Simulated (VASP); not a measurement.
# WC4 (P4mm) in VASP: single point with PBE

Aim: the single point of WC4 with PBE.

Everything below comes from runs of VASP 6.6.1. Logs are shortened: lines on timing, memory, paths and dates and some standing lists are left out, and cuts for length are marked.

## Step 1: The cell of the first run

It takes space group P4mm (No. 99, tetragonal). Conventional cell: a = 4.119 Å, b = 4.119 Å, c = 2.774 Å, α = 90.00°, β = 90.00°, γ = 90.00°. W (site symmetry 4mm) has 8 C at 2.10 to 2.61 Å and 2 W at 2.77 Å within 2.8 Å. C (site symmetry m) has 2 C at 1.47 Å within 2.0 Å.

## Step 2: Single point, PBE

The input, INCAR:

```
ALGO = Normal
EDIFF = 1E-6
ENCUT = 600
GGA = PE
GGA_COMPAT = F
ISIF = 2
ISMEAR = 0
LASPH = T
LCHARG = F
LREAL = F
LWAVE = F
NBANDS = 23
NELM = 120
PREC = Accurate
SIGMA = 0.2
```

The input, KPOINTS:

```
k-points
0
Gamma
  4 4 4
```

The input, POSCAR:

```
WC4
1.0
    4.1191849819      0.0000000000      0.0000000000
    0.0000000000      4.1191849819      0.0000000000
    0.0000000000      0.0000000000      2.7738120217
W C
1 4
Direct
    0.0000000000      0.0000000000      0.8345792093
    0.6787203188      0.6787203188      0.4892691002
    0.3212796812      0.3212796812      0.4892691002
    0.3212796812      0.6787203188      0.4892691002
    0.6787203188      0.3212796812      0.4892691002
```

Potentials or basis: VASP PAW PBE potentials, release 64 (W_sv, C).

On the command line:

```sh
cat potpaw_PBE.64/W_sv/POTCAR potpaw_PBE.64/C/POTCAR > POTCAR
mpirun -np 1 vasp_std > vasp.out
```

OUTCAR:

```text
EDIFF = 1E-6
   ENCUT = 600
   GGA = PE
   ISIF = 2
   ISMEAR = 0
   LASPH = T
   LREAL = F
   NELM = 120
   PREC = Accurate

 ion  position               nearest neighbor table
   1  0.000  0.000  0.835-   2 2.10   3 2.10   4 2.10   5 2.10   2 2.61   3 2.61   4 2.61   5 2.61

   2  0.679  0.679  0.489-   4 1.47   5 1.47   1 2.10   1 2.61
   3  0.321  0.321  0.489-   4 1.47   5 1.47   1 2.10   1 2.61
   4  0.321  0.679  0.489-   2 1.47   3 1.47   1 2.10   1 2.61
   5  0.679  0.321  0.489-   2 1.47   3 1.47   1 2.10   1 2.61

  LATTYP: Found a simple tetragonal cell.
 ALAT       =     4.1191849819
 C/A-ratio  =     0.6733885547

  Lattice vectors:

 A1 = (   4.1191849819,   0.0000000000,   0.0000000000)
 A2 = (   0.0000000000,   4.1191849819,   0.0000000000)
 A3 = (   0.0000000000,   0.0000000000,   2.7738120217)

Analysis of symmetry for initial positions (statically):
=====================================================================
 Subroutine PRICEL returns:
 Original cell was already a primitive cell.

 Routine SETGRP: Setting up the symmetry group for a
 simple tetragonal supercell.

 Subroutine GETGRP returns: Found  8 space group operations
 (whereof  8 operations were pure point group operations)
 out of a pool of 16 trial point group operations.

The static configuration has the point symmetry C_4v.

Analysis of symmetry for dynamics (positions and initial velocities):
=====================================================================
 Subroutine PRICEL returns:
 Original cell was already a primitive cell.

 Routine SETGRP: Setting up the symmetry group for a
 simple tetragonal supercell.

 Subroutine GETGRP returns: Found  8 space group operations
 (whereof  8 operations were pure point group operations)
 out of a pool of 16 trial point group operations.

The dynamic configuration has the point symmetry C_4v.

 Subroutine INISYM returns: Found  8 space group operations
 (whereof  8 operations are pure point group operations),
 and found     1 'primitive' translations

----------------------------------------------------------------------------------------

                                     Primitive cell

  volume of cell :      47.0652

  direct lattice vectors                    reciprocal lattice vectors
     4.119184982  0.000000000  0.000000000     0.242766471  0.000000000  0.000000000
     0.000000000  4.119184982  0.000000000     0.000000000  0.242766471  0.000000000
     0.000000000  0.000000000  2.773812022     0.000000000  0.000000000  0.360514697

  length of vectors
     4.119184982  4.119184982  2.773812022     0.242766471  0.242766471  0.360514697

  position of ions in fractional coordinates (direct lattice)
     0.000000000  0.000000000  0.834579209
     0.678720319  0.678720319  0.489269100
     0.321279681  0.321279681  0.489269100
     0.321279681  0.678720319  0.489269100
     0.678720319  0.321279681  0.489269100

  ion indices of the primitive-cell ions
   primitive index   ion index
                 1           1
                 2           2
                 3           3
                 4           4
                 5           5

----------------------------------------------------------------------------------------

 KPOINTS: k-points

Automatic generation of k-mesh.
 Grid dimensions read from file:
 generate k-points for:    4    4    4

 Generating k-lattice:

  Cartesian coordinates                     Fractional coordinates (reciprocal lattice)
     0.060691618  0.000000000  0.000000000     0.250000000  0.000000000  0.000000000
     0.000000000  0.060691618  0.000000000     0.000000000  0.250000000  0.000000000
     0.000000000  0.000000000  0.090128674     0.000000000  0.000000000  0.250000000

  Length of vectors
     0.060691618  0.060691618  0.090128674

  Shift w.r.t. Gamma in fractional coordinates (k-lattice)
     0.000000000  0.000000000  0.000000000

 Subroutine IBZKPT returns following result:
 ===========================================

 Found     18 irreducible k-points:

 Following reciprocal coordinates:
            Coordinates               Weight
  0.000000  0.000000  0.000000      1.000000
  0.250000  0.000000  0.000000      4.000000
  0.500000  0.000000  0.000000      2.000000
  0.250000  0.250000  0.000000      4.000000
  0.500000  0.250000  0.000000      4.000000
  0.500000  0.500000  0.000000      1.000000
[... 10 lines left out ...]
  0.500000  0.250000  0.500000      4.000000
  0.500000  0.500000  0.500000      1.000000
   k-points           NKPTS =     18   k-points in BZ     NKDIM =     18   number of bands    NBANDS=     23
   number of dos      NEDOS =    301   number of ions     NIONS =      5
   total plane-waves  NPLWV =  31104
   dimension x,y,z NGX =    36 NGY =   36 NGZ =   24
   dimension x,y,z NGXF=    72 NGYF=   72 NGZF=   48
   ions per type =               1   4
   NGX,Y,Z   is equivalent  to a cutoff of  14.53, 14.53, 14.38 a.u.
   NGXF,Y,Z  is equivalent  to a cutoff of  29.06, 29.06, 28.77 a.u.
 SYSTEM =  unknown system
   PREC   = accura    normal or accurate (medium, high low for compatibility)
   ISTART =      0    job   : 0-new  1-cont  2-samecut
   ICHARG =      2    charge: 1-file 2-atom 10-const
   ISPIN  =      1    spin polarized calculation?
   LNONCOLLINEAR =      F non collinear calculations
   LSORBIT =      F    spin-orbit coupling
   LASPH  =      T    aspherical Exc in radial PAW
   ENCUT  =  600.0 eV  44.10 Ry    6.64 a.u.   8.23  8.23  5.54*2*pi/ulx,y,z
   NELM   =    120;   NELMIN=  2; NELMDL= -5     # of ELM steps
   EDIFF  = 0.1E-05   stopping-criterion for ELM
   LREAL  =      F    real-space projection
   EDIFFG = 0.1E-04   stopping-criterion for IOM
   NSW    =      0    number of steps for IOM
   IBRION =     -1    ionic relax: 0-MD 1-quasi-New 2-CG
   NFREE  =      0    steps in history (QN), initial steepest desc. (CG)
   ISIF   =      2    stress and relaxation
   ISYM   =      2    0-nonsym 1-usesym 2-fastsym
   POTIM  = 0.5000    time-step for ionic-motion
   TEBEG  =    0.0;   TEEND  =   0.0 temperature during run
   PSTRESS=    0.0 pullay stress
   NELECT =      30.0000    total number of electrons
   NUPDOWN=      -1.0000    fix difference up-down
   EMIN   =  10.00;   EMAX   =-10.00  energy-range for DOS
   EFERMI =   0.00;   METHOD = LEGACY
   ISMEAR =     0;   SIGMA  =   0.20  broadening in eV -4-tet -1-fermi 0-gaus
   EFERMI_NEDOS =   21; number of points for ismear=-14 and -15
   IALGO  =     38    algorithm
   IMIX   =      4    mixing-type and parameters
     AMIX     =   0.40;   BMIX     =  1.00
     AMIX_MAG =   1.60;   BMIX_MAG =  1.00
  volume/ion in A,a.u.               =       9.41        63.52
  Fermi-wavevector in a.u.,A,eV,Ry     =   1.408906  2.662446 27.007787  1.985016
  Thomas-Fermi vector in A             =   2.531016
   LORBIT       =      0    0 simple, 1 ext, 2 COOP (PROOUT), +10 PAW based schemes
   GGA     = PE    functional components
   LHFCALC =     F    Hartree Fock is set to
   AEXX    =    0.0000 exact exchange contribution
   IVDW    =     0    specifies the selected vdW correction
   LEPSILON=     F    determine dielectric tensor
   LRPA    =     F    only Hartree local field effects (RPA)
 non-spin polarized calculation
 Gauss-broadening in eV      SIGMA  =   0.20
  energy-cutoff  :      600.00
  volume of cell :       47.07
 maximum number of plane-waves:      1588
 NGX is ok and might be reduce to    36
   NGX = 17   NGY = 17   NGZ = 11

 number of electron      30.0000001 magnetization

 Free energy of the ion-electron system (eV)
  ---------------------------------------------------
  ext. energy  EPLUGINS =         0.00000000
  ---------------------------------------------------
  free energy    TOTEN  =       -44.10173851 eV

  energy without entropy =      -44.07057038  energy(sigma->0) =      -44.08615445

 E-fermi :   7.5929     XC(G=0): -12.2253

 val. band max:        7.5143963159   @ k =   0.5000   0.5000   0.2500
 cond. band min:       7.7634454573   @ k =   0.0000   0.0000   0.2500
 fundamental gap:      0.2490491413
 Fermi energy:         7.5928586467

 k-point     1 :       0.0000    0.0000    0.0000
  band No.  band energies     occupation
      1     -66.8961      2.00000
      2     -31.1355      2.00000
      3     -31.1355      2.00000
      4     -30.7521      2.00000
      5     -10.7829      2.00000
      6      -2.7146      2.00000
[... 15 lines left out ...]
     22      16.6567      0.00000
     23      18.5571      0.00000

 k-point     2 :       0.2500    0.0000    0.0000
  band No.  band energies     occupation
      1     -66.8961      2.00000
      2     -31.1422      2.00000
      3     -31.1347      2.00000
      4     -30.7518      2.00000
      5     -10.5804      2.00000
      6      -4.4620      2.00000
[... 15 lines left out ...]
     22      16.2511      0.00000
     23      17.1828      0.00000

 k-point     3 :       0.5000    0.0000    0.0000
  band No.  band energies     occupation
      1     -66.8960      2.00000
      2     -31.1489      2.00000
      3     -31.1339      2.00000
      4     -30.7515      2.00000
      5     -10.3437      2.00000
      6      -5.4067      2.00000
[... 15 lines left out ...]
     22      16.5394      0.00000
     23      17.8253      0.00000

 k-point     4 :       0.2500    0.2500    0.0000
  band No.  band energies     occupation
      1     -66.8960      2.00000
      2     -31.1414      2.00000
      3     -31.1413      2.00000
      4     -30.7515      2.00000
      5     -10.4394      2.00000
      6      -4.5040      2.00000
[... 15 lines left out ...]
     22      15.9006      0.00000
     23      17.3358      0.00000

 k-point     5 :       0.5000    0.2500    0.0000
  band No.  band energies     occupation
      1     -66.8960      2.00000
      2     -31.1480      2.00000
      3     -31.1405      2.00000
      4     -30.7512      2.00000
      5     -10.2836      2.00000
      6      -4.9641      2.00000
[... 15 lines left out ...]
     22      15.1547      0.00000
     23      15.8919      0.00000

 k-point     6 :       0.5000    0.5000    0.0000
  band No.  band energies     occupation
      1     -66.8960      2.00000
      2     -31.1471      2.00000
      3     -31.1471      2.00000
      4     -30.7509      2.00000
      5     -10.2200      2.00000
      6      -4.3094      2.00000
[... 15 lines left out ...]
     22      13.9518      0.00000
     23      14.8128      0.00000

 k-point     7 :       0.0000    0.0000    0.2500
  band No.  band energies     occupation
      1     -66.8707      2.00000
      2     -31.1629      2.00000
      3     -31.0872      2.00000
      4     -31.0872      2.00000
      5     -10.2535      2.00000
      6      -2.4077      2.00000
[... 197 lines left out ...]
     22      16.1453      0.00000
     23      16.2160      0.00000

 k-point    15 :       0.5000    0.0000    0.5000
  band No.  band energies     occupation
      1     -66.8450      2.00000
      2     -31.5504      2.00000
      3     -31.0489      2.00000
      4     -31.0373      2.00000
      5      -9.4374      2.00000
      6      -3.5077      2.00000
[... 15 lines left out ...]
     22      15.0479      0.00000
     23      16.0929      0.00000

 k-point    16 :       0.2500    0.2500    0.5000
  band No.  band energies     occupation
      1     -66.8450      2.00000
      2     -31.5504      2.00000
      3     -31.0431      2.00000
      4     -31.0430      2.00000
      5      -9.4370      2.00000
      6      -3.0910      2.00000
[... 15 lines left out ...]
     22      16.3674      0.00000
     23      16.7006      0.00000

 k-point    17 :       0.5000    0.2500    0.5000
  band No.  band energies     occupation
      1     -66.8449      2.00000
      2     -31.5495      2.00000
      3     -31.0482      2.00000
      4     -31.0424      2.00000
      5      -9.3391      2.00000
      6      -3.6024      2.00000
[... 15 lines left out ...]
     22      15.5770      0.00000
     23      17.3040      0.00000

 k-point    18 :       0.5000    0.5000    0.5000
  band No.  band energies     occupation
      1     -66.8449      2.00000
      2     -31.5486      2.00000
      3     -31.0475      2.00000
      4     -31.0475      2.00000
      5      -9.2317      2.00000
      6      -3.6996      2.00000
[... 15 lines left out ...]
     22      16.2461      0.00000
     23      16.2461      0.00000

------------------------ aborting loop because EDIFF is reached ----------------------------------------

  FORCE on cell =-STRESS in cart. coord.  units (eV):
  Direction    XX          YY          ZZ          XY          YZ          ZX
  --------------------------------------------------------------------------------------
  -------------------------------------------------------------------------------------
  Total        0.1256488      0.1256488     -0.0503425      0.0000000      0.0000000      0.0000000
  in kB        4.2772948      4.2772948     -1.7137428      0.0000000      0.0000000      0.0000000
  external PRESSURE =       2.2802823 kB  Pullay stress =       0.0000000 kB

 VOLUME and BASIS-vectors are now :
 -----------------------------------------------------------------------------
  energy-cutoff  :      600.00
  volume of cell :       47.07
      direct lattice vectors                 reciprocal lattice vectors
     4.119184982  0.000000000  0.000000000     0.242766471  0.000000000  0.000000000
     0.000000000  4.119184982  0.000000000     0.000000000  0.242766471  0.000000000
     0.000000000  0.000000000  2.773812022     0.000000000  0.000000000  0.360514697

 POSITION                                       TOTAL-FORCE (eV/Angst)
 -----------------------------------------------------------------------------------
      0.00000      0.00000      2.31497         0.000000      0.000000      0.057908
      2.79577      2.79577      1.35714         0.082627      0.082627     -0.014477
      1.32341      1.32341      1.35714        -0.082627     -0.082627     -0.014477
      1.32341      2.79577      1.35714        -0.082627      0.082627     -0.014477
      2.79577      1.32341      1.35714         0.082627     -0.082627     -0.014477
 -----------------------------------------------------------------------------------
    total drift:                               -0.000000     -0.000000      0.000772

  FREE ENERGIE OF THE ION-ELECTRON SYSTEM (eV)
  ---------------------------------------------------
  free  energy   TOTEN  =       -44.1017385115 eV

  energy  without entropy=      -44.0705703830  energy(sigma->0) =      -44.08615445
```

It took 10 s on 1 thread of Intel Xeon Platinum 8559C (Emerald Rapids), shared host; peak memory 0.18 GiB.

Results:

```
Free energy            : -44.1017 eV
Pressure               : 0.2 GPa
Largest force          : 0.118 eV/Å
Band gap on the k mesh : zero (band 15 reaches 8.53 eV, above the bottom of band 16 at 6.23 eV)
```

Forces on the atoms (eV/Å):
```
W    0.000  0.000  0.058
C    0.083  0.083 -0.014
C   -0.083 -0.083 -0.014
C   -0.083  0.083 -0.014
C    0.083 -0.083 -0.014
```

Caveat: the k points lie up to 0.57 Å⁻¹ apart; spin-orbit coupling is left out, which moves the levels of the heavy elements.
